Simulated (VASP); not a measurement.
Input of a VASP 6.6.1 run:

The input POSCAR:

```
Hg
1.0
    5.3261420240      0.0000000000      0.0000000000
   -2.6630710120      4.6125742970      0.0000000000
    0.0000000000      0.0000000000      3.1389057290
Hg
3
Direct
    0.3333333333      0.6666666667      0.5000000000
    0.0000000000      0.0000000000      0.0000000000
    0.6666666667      0.3333333333      0.5000000000
```

The input INCAR.step1:

```
SYSTEM = Hg
PREC = Accurate
ENCUT = 520
EDIFF = 1E-7
ISMEAR = 0
SIGMA = 0.1
LREAL = .False.
LASPH = .True.
NELM = 100
ALGO = Normal
ISIF = 2
LWAVE = .False.
LCHARG = .True.
GGA = PE
IVDW = 12
NBANDS = 25
```

The input KPOINTS.step1:

```
regular mesh
0
Gamma
  9 9 14
  0 0 0
```

File INCAR.step2:

```
SYSTEM = Hg
PREC = Accurate
ENCUT = 520
EDIFF = 1E-7
ISMEAR = -5
SIGMA = 0.1
LREAL = .False.
LASPH = .True.
NELM = 100
ALGO = Normal
ISIF = 2
LWAVE = .False.
LCHARG = .False.
GGA = PE
IVDW = 12
LORBIT = 10
NEDOS = 2001
ICHARG = 11
```

File KPOINTS.step2:

```
regular mesh
0
Gamma
  14 14 21
  0 0 0
```

Potentials or basis: VASP PAW PBE potentials, release 64 (Hg).

Launch:

```sh
$ cat potpaw_PBE.64/Hg/POTCAR > POTCAR
$ cp INCAR.step1 INCAR
$ cp KPOINTS.step1 KPOINTS
$ mpirun -np 1 vasp_std > vasp.out
$ cp INCAR.step2 INCAR
$ cp KPOINTS.step2 KPOINTS
$ mpirun -np 1 vasp_std > vasp.out
```

Q: Predict the dispersion energy per atom.

A: -0.408 eV.
